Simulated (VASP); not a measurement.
# Rb3Ir2 (Cmmm) in VASP: single point with PBE

Aim: the single point of Rb3Ir2 with PBE.

Program: VASP 6.6.1. These are calculated values, not measurements. Logs are shortened: lines on timing, memory, paths and dates and some standing lists are left out, and cuts for length are marked.

## (1) The cell of the first run

Symmetry: Cmmm, No. 65, orthorhombic system. Conventional cell: a = 4.267 Å, b = 7.348 Å, c = 14.630 Å, α = 90.00°, β = 90.00°, γ = 90.00°. Rb (site symmetry mm2) has 6 Ir at 3.55 to 3.56 Å and 6 Rb at 4.25 to 4.27 Å within 4.7 Å. Within 5.6 Å of Rb (site symmetry mmm) lie 10 Rb at 4.25 to 5.20 Å. Within 3.2 Å of Ir (site symmetry m2m) lie 3 Ir at 2.45 to 2.46 Å.

The cell was generated, and may not be a known phase.

## (2) Single point, PBE

INCAR reads:

```
SYSTEM = Rb3Ir2
PREC = Accurate
ENCUT = 520
EDIFF = 1E-7
ISMEAR = 0
SIGMA = 0.1
LREAL = .FALSE.
LASPH = .TRUE.
NELM = 60
ALGO = Fast
ISIF = 2
LWAVE = .FALSE.
LCHARG = .TRUE.
GGA = PE
LELF = .TRUE.
LVHAR = .TRUE.
NBANDS = 30
```

KPOINTS reads:

```
regular mesh
0
G
  10 10 4
  0 0 0
```

POSCAR reads:

```
Rb3Ir2
1.0
    2.1336888694     -3.6742293245      0.0000000000
    2.1336888694      3.6742293245      0.0000000000
    0.0000000000      0.0000000000     14.6302489769
Rb Ir
3 2
Direct
    0.5000000000      0.5000000000      0.3241434984
    0.5000000000      0.5000000000      0.6758565016
    0.0000000000      0.0000000000      0.0000000000
    0.1675722720      0.8324277280      0.5000000000
    0.8324277280      0.1675722720      0.5000000000
```

Potentials or basis: VASP PAW PBE potentials, release 64 (Rb_sv, Ir).

Launch:

```console
cat potpaw_PBE.64/Rb_sv/POTCAR potpaw_PBE.64/Ir/POTCAR > POTCAR
mpirun -np 1 vasp_std > vasp.out
```

OUTCAR:

```text
SYSTEM = Rb3Ir2
   PREC = Accurate
   ENCUT = 520
   EDIFF = 1E-7
   ISMEAR = 0
   LREAL = .FALSE.
   LASPH = .TRUE.
   NELM = 60
   ISIF = 2
   GGA = PE

 ion  position               nearest neighbor table
   1  0.500  0.500  0.324-   4 3.55   5 3.55   4 3.56   5 3.56   4 3.56   5 3.56   2 5.15   3 5.20
                             3 5.20
   2  0.500  0.500  0.676-   4 3.55   5 3.55   4 3.56   5 3.56   4 3.56   5 3.56   1 5.15   3 5.20
                             3 5.20
   3  0.000  0.000  0.000-   1 5.20   2 5.20   1 5.20   2 5.20
   4  0.168  0.832  0.500-   5 2.45   5 2.45   5 2.46   1 3.55   2 3.55   1 3.56   2 3.56   1 3.56
                             2 3.56
   5  0.832  0.168  0.500-   4 2.45   4 2.45   4 2.46   1 3.55   2 3.55   2 3.56   1 3.56   2 3.56
                             1 3.56

  LATTYP: Found a base centered orthorhombic cell.
 ALAT       =     4.2673777388
 B/A-ratio  =     1.7220080103
 C/A-ratio  =     3.4283932364

  Lattice vectors:

 A1 = (   2.1336888694,  -3.6742293245,   0.0000000000)
 A2 = (   2.1336888694,   3.6742293245,   0.0000000000)
 A3 = (   0.0000000000,   0.0000000000,  14.6302489769)

Analysis of symmetry for initial positions (statically):
=====================================================================
 Subroutine PRICEL returns:
 Original cell was already a primitive cell.

 Routine SETGRP: Setting up the symmetry group for a
 base centered orthorhombic supercell.

 Subroutine GETGRP returns: Found  8 space group operations
 (whereof  8 operations were pure point group operations)
 out of a pool of  8 trial point group operations.

The static configuration has the point symmetry D_2h.

Analysis of symmetry for dynamics (positions and initial velocities):
=====================================================================
 Subroutine PRICEL returns:
 Original cell was already a primitive cell.

 Routine SETGRP: Setting up the symmetry group for a
 base centered orthorhombic supercell.

 Subroutine GETGRP returns: Found  8 space group operations
 (whereof  8 operations were pure point group operations)
 out of a pool of  8 trial point group operations.

The dynamic configuration has the point symmetry D_2h.

 Subroutine INISYM returns: Found  8 space group operations
 (whereof  8 operations are pure point group operations),
 and found     1 'primitive' translations

----------------------------------------------------------------------------------------

                                     Primitive cell

  volume of cell :     229.3924

  direct lattice vectors                    reciprocal lattice vectors
     2.133688869 -3.674229325  0.000000000     0.234335946 -0.136082959  0.000000000
     2.133688869  3.674229325  0.000000000     0.234335946  0.136082959  0.000000000
     0.000000000  0.000000000 14.630248977     0.000000000  0.000000000  0.068351537

  length of vectors
     4.248833878  4.248833878 14.630248977     0.270983224  0.270983224  0.068351537

  position of ions in fractional coordinates (direct lattice)
     0.500000000  0.500000000  0.324143498
     0.500000000  0.500000000  0.675856502
     0.000000000  0.000000000  0.000000000
     0.167572272  0.832427728  0.500000000
     0.832427728  0.167572272  0.500000000

  ion indices of the primitive-cell ions
   primitive index   ion index
                 1           1
                 2           2
                 3           3
                 4           4
                 5           5

----------------------------------------------------------------------------------------

 KPOINTS: regular mesh

Automatic generation of k-mesh.
 Grid dimensions read from file:
 generate k-points for:   10   10    4

 Generating k-lattice:

  Cartesian coordinates                     Fractional coordinates (reciprocal lattice)
     0.023433595 -0.013608296  0.000000000     0.100000000  0.000000000  0.000000000
     0.023433595  0.013608296  0.000000000     0.000000000  0.100000000  0.000000000
     0.000000000  0.000000000  0.017087884     0.000000000  0.000000000  0.250000000

  Length of vectors
     0.027098322  0.027098322  0.017087884

  Shift w.r.t. Gamma in fractional coordinates (k-lattice)
     0.000000000  0.000000000  0.000000000

 Subroutine IBZKPT returns following result:
 ===========================================

 Found     93 irreducible k-points:

 Following reciprocal coordinates:
            Coordinates               Weight
  0.000000  0.000000  0.000000      1.000000
  0.100000  0.000000  0.000000      4.000000
  0.200000  0.000000  0.000000      4.000000
  0.300000  0.000000  0.000000      4.000000
  0.400000 -0.000000  0.000000      4.000000
  0.500000 -0.000000  0.000000      2.000000
[... 16 lines left out ...]
  0.300000  0.300000  0.000000      2.000000
  0.400000  0.300000  0.000000      4.000000
 [... further k-points ...]
   k-points           NKPTS =     93   k-points in BZ     NKDIM =     93   number of bands    NBANDS=     30
   number of dos      NEDOS =    301   number of ions     NIONS =      5
   total plane-waves  NPLWV = 114688
   dimension x,y,z NGX =    32 NGY =   32 NGZ =  112
   dimension x,y,z NGXF=    64 NGYF=   64 NGZF=  224
   ions per type =               3   2
   NGX,Y,Z   is equivalent  to a cutoff of  12.52, 12.52, 12.73 a.u.
   NGXF,Y,Z  is equivalent  to a cutoff of  25.04, 25.04, 25.45 a.u.
 SYSTEM =  Rb3Ir2
   PREC   = accura    normal or accurate (medium, high low for compatibility)
   ISTART =      0    job   : 0-new  1-cont  2-samecut
   ICHARG =      2    charge: 1-file 2-atom 10-const
   ISPIN  =      1    spin polarized calculation?
   LNONCOLLINEAR =      F non collinear calculations
   LSORBIT =      F    spin-orbit coupling
   LASPH  =      T    aspherical Exc in radial PAW
   ENCUT  =  520.0 eV  38.22 Ry    6.18 a.u.   7.90  7.90 27.20*2*pi/ulx,y,z
   NELM   =     60;   NELMIN=  2; NELMDL= -5     # of ELM steps
   EDIFF  = 0.1E-06   stopping-criterion for ELM
   LREAL  =      F    real-space projection
   EDIFFG = 0.1E-05   stopping-criterion for IOM
   NSW    =      0    number of steps for IOM
   IBRION =     -1    ionic relax: 0-MD 1-quasi-New 2-CG
   NFREE  =      0    steps in history (QN), initial steepest desc. (CG)
   ISIF   =      2    stress and relaxation
   ISYM   =      2    0-nonsym 1-usesym 2-fastsym
   POTIM  = 0.5000    time-step for ionic-motion
   TEBEG  =    0.0;   TEEND  =   0.0 temperature during run
   PSTRESS=    0.0 pullay stress
   NELECT =      45.0000    total number of electrons
   NUPDOWN=      -1.0000    fix difference up-down
   EMIN   =  10.00;   EMAX   =-10.00  energy-range for DOS
   EFERMI =   0.00;   METHOD = LEGACY
   ISMEAR =     0;   SIGMA  =   0.10  broadening in eV -4-tet -1-fermi 0-gaus
   EFERMI_NEDOS =   21; number of points for ismear=-14 and -15
   IALGO  =     68    algorithm
   IMIX   =      4    mixing-type and parameters
     AMIX     =   0.40;   BMIX     =  1.00
     AMIX_MAG =   1.60;   BMIX_MAG =  1.00
  volume/ion in A,a.u.               =      45.88       309.60
  Fermi-wavevector in a.u.,A,eV,Ry     =   0.951231  1.797566 12.311100  0.904840
  Thomas-Fermi vector in A             =   2.079682
   LORBIT       =      0    0 simple, 1 ext, 2 COOP (PROOUT), +10 PAW based schemes
   GGA     = PE    functional components
   LHFCALC =     F    Hartree Fock is set to
   AEXX    =    0.0000 exact exchange contribution
   IVDW    =     0    specifies the selected vdW correction
   LEPSILON=     F    determine dielectric tensor
   LRPA    =     F    only Hartree local field effects (RPA)
 non-spin polarized calculation
 RMM-DIIS sequential band-by-band and
 Gauss-broadening in eV      SIGMA  =   0.10
  energy-cutoff  :      520.00
  volume of cell :      229.39
 maximum number of plane-waves:      6212
   NGX = 15   NGY = 15   NGZ = 55

 number of electron      44.9999998 magnetization

 Free energy of the ion-electron system (eV)
  ---------------------------------------------------
  ext. energy  EPLUGINS =         0.00000000
  ---------------------------------------------------
  free energy    TOTEN  =       -18.83737771 eV

  energy without entropy =      -18.81498686  energy(sigma->0) =      -18.82618228

 E-fermi :   1.4596     XC(G=0):  -7.2017

 val. band max:        1.4261530526   @ k =   0.3000   0.3000   0.0000
 cond. band min:       1.4775967528   @ k =   0.4000  -0.0000   0.5000
 fundamental gap:      0.0514437002
 Fermi energy:         1.4596141959

 k-point     1 :       0.0000    0.0000    0.0000
  band No.  band energies     occupation
      1     -27.5720      2.00000
      2     -26.2629      2.00000
      3     -26.2617      2.00000
      4     -11.6652      2.00000
      5     -11.5174      2.00000
      6     -11.5124      2.00000
[... 22 lines left out ...]
     29       5.3034      0.00000
     30       6.2641      0.00000

 k-point     2 :       0.1000    0.0000    0.0000
  band No.  band energies     occupation
      1     -27.5696      2.00000
      2     -26.2603      2.00000
      3     -26.2592      2.00000
      4     -11.6596      2.00000
      5     -11.5526      2.00000
      6     -11.5215      2.00000
[... 22 lines left out ...]
     29       5.2222      0.00000
     30       6.0265      0.00000

 k-point     3 :       0.2000    0.0000    0.0000
  band No.  band energies     occupation
      1     -27.5632      2.00000
      2     -26.2536      2.00000
      3     -26.2527      2.00000
      4     -11.6455      2.00000
      5     -11.6449      2.00000
      6     -11.5421      2.00000
[... 22 lines left out ...]
     29       4.9081      0.00000
     30       5.4141      0.00000

 k-point     4 :       0.3000    0.0000    0.0000
  band No.  band energies     occupation
      1     -27.5553      2.00000
      2     -26.2453      2.00000
      3     -26.2446      2.00000
      4     -11.7566      2.00000
      5     -11.6266      2.00000
      6     -11.5672      2.00000
[... 616 lines left out ...]
     29       5.2114      0.00000
     30       5.4508      0.00000

 k-point    23 :       0.3000    0.3000    0.0000
  band No.  band energies     occupation
      1     -27.5436      2.00000
      2     -26.2329      2.00000
      3     -26.2326      2.00000
      4     -11.7961      2.00000
      5     -11.7284      2.00000
      6     -11.5996      2.00000
[... 22 lines left out ...]
     29       3.7488      0.00000
     30       4.6430      0.00000

 k-point    24 :       0.4000    0.3000    0.0000
  band No.  band energies     occupation
      1     -27.5434      2.00000
      2     -26.2327      2.00000
      3     -26.2324      2.00000
      4     -11.7981      2.00000
      5     -11.7282      2.00000
      6     -11.5994      2.00000
[... 22 lines left out ...]
     29       3.8927      0.00000
     30       4.6069      0.00000

 [... further k-points ...]
[... 5 lines left out ...]
  --------------------------------------------------------------------------------------
  -------------------------------------------------------------------------------------
  Total       -0.0075322     -0.0496576     -0.0405789      0.0000000      0.0000000      0.0000000
  in kB       -0.0526079     -0.3468303     -0.2834206      0.0000000      0.0000000      0.0000000
  external PRESSURE =      -0.2276196 kB  Pullay stress =       0.0000000 kB

 VOLUME and BASIS-vectors are now :
 -----------------------------------------------------------------------------
  energy-cutoff  :      520.00
  volume of cell :      229.39
      direct lattice vectors                 reciprocal lattice vectors
     2.133688869 -3.674229325  0.000000000     0.234335946 -0.136082959  0.000000000
     2.133688869  3.674229325  0.000000000     0.234335946  0.136082959  0.000000000
     0.000000000  0.000000000 14.630248977     0.000000000  0.000000000  0.068351537

 POSITION                                       TOTAL-FORCE (eV/Angst)
 -----------------------------------------------------------------------------------
      2.13369      0.00000      4.74230         0.000000      0.000000      0.007210
      2.13369      0.00000      9.88795        -0.000000      0.000000     -0.007210
      0.00000      0.00000      0.00000         0.000000      0.000000     -0.000000
      2.13369      2.44283      7.31512         0.000000      0.004642      0.000000
      2.13369     -2.44283      7.31512         0.000000     -0.004642     -0.000000
 -----------------------------------------------------------------------------------
    total drift:                                0.000000     -0.000000      0.000000

  FREE ENERGIE OF THE ION-ELECTRON SYSTEM (eV)
  ---------------------------------------------------
  free  energy   TOTEN  =       -18.8373777113 eV

  energy  without entropy=      -18.8149868566  energy(sigma->0) =      -18.82618228
```

It took 52 min on 1 thread of Intel Xeon 8259CL, shared host; peak memory 0.72 GiB.

What came out:

```
Free energy            : -18.8374 eV
Pressure               : 0.0 GPa
Largest force          : 0.007 eV/Å
Band gap on the k mesh : zero (an odd number of electrons rules out a gap without spin polarisation)
```

Forces on the atoms (eV/Å):
```
Rb   0.000  0.000  0.007
Rb   0.000  0.000 -0.007
Rb   0.000  0.000  0.000
Ir   0.000  0.005  0.000
Ir   0.000 -0.005  0.000
```

Caveat: spin-orbit coupling is left out, which moves the levels of the heavy elements.

The gap in the log of VASP goes by the Fermi energy; the results here count the filled bands.